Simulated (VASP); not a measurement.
Set up this calculation in VASP 6.6.1, as the native input.

* Task: single point
* Functional: r2SCAN
* Potentials or basis: VASP PAW PBE potentials, release 64 (Y_sv)
* Cutoff: 520 eV
* k mesh: 4 × 4 × 4
* Occupations: gaussian, width 0.1 eV
* Spin: no spin polarisation
* Dipole correction: no
* Further INCAR settings: ALGO = Normal; EDIFF = 1e-06; NBANDS = 30

Crystal: Y.

```
Y
1.0
     1.87948   -6.22117    0.00000
     1.87948    6.22117    0.00000
     0.00000    0.00000    5.80680
Y
4
Direct
  0.13866 0.86134 0.99971
  0.63866 0.36134 0.50029
  0.86134 0.13866 0.00029
  0.36134 0.63866 0.49971
```

The input as run:

POSCAR

```
Y
1.0
    1.8794849904     -6.2211681171      0.0000000000
    1.8794849904      6.2211681171      0.0000000000
    0.0000000000      0.0000000000      5.8067979579
Y
4
Direct
    0.1386621623      0.8613378377      0.9997108580
    0.6386621623      0.3613378377      0.5002891420
    0.8613378377      0.1386621623      0.0002891420
    0.3613378377      0.6386621623      0.4997108580
```

INCAR.step1

```
SYSTEM = Y
  ALGO = Normal
  EDIFF = 1E-4
  ENCUT = 520
  GGA = PE
  ISMEAR = 0
  LASPH = .TRUE.
  LCHARG = .FALSE.
  LREAL = .FALSE.
  LWAVE = .TRUE.
  NBANDS = 30
  NELM = 100
  PREC = Accurate
  SIGMA = 0.1
```

INCAR.step2

```
SYSTEM = Y
  ALGO = Normal
  EDIFF = 1E-6
  ENCUT = 520
  ISIF = 2
  ISMEAR = 0
  ISTART = 1
  LASPH = .TRUE.
  LCHARG = .TRUE.
  LELF = .TRUE.
  LMIXTAU = .TRUE.
  LREAL = .FALSE.
  LVHAR = .TRUE.
  LWAVE = .FALSE.
  METAGGA = R2SCAN
  NBANDS = 30
  NELM = 100
  PREC = Accurate
  SIGMA = 0.1
```

KPOINTS

```
k-points
0
G
  4 4 4
  0 0 0
```

Potentials or basis: VASP PAW PBE potentials, release 64 (Y_sv).

The run is started by

```console
$ cat potpaw_PBE.64/Y_sv/POTCAR > POTCAR
$ cp INCAR.step1 INCAR
$ mpirun -np 1 vasp_std > vasp.out
$ cp INCAR.step2 INCAR
$ mpirun -np 1 vasp_std > vasp.out
```

It gave:

* Pressure: 0.1 GPa
* Largest force: 0.017 eV/Å
* Band gap on the k mesh: zero (bands 22 and 23 overlap by 0.41 eV)

Caveat: the k points lie up to 0.44 Å⁻¹ apart; the PAW data sets were made with another functional, which shifts forces and pressure a little.

Run time: 4.9 min on 1 thread of Intel(R) Xeon(R) Platinum 8488C (Sapphire Rapids), on a shared host, peak memory 0.4 GiB.
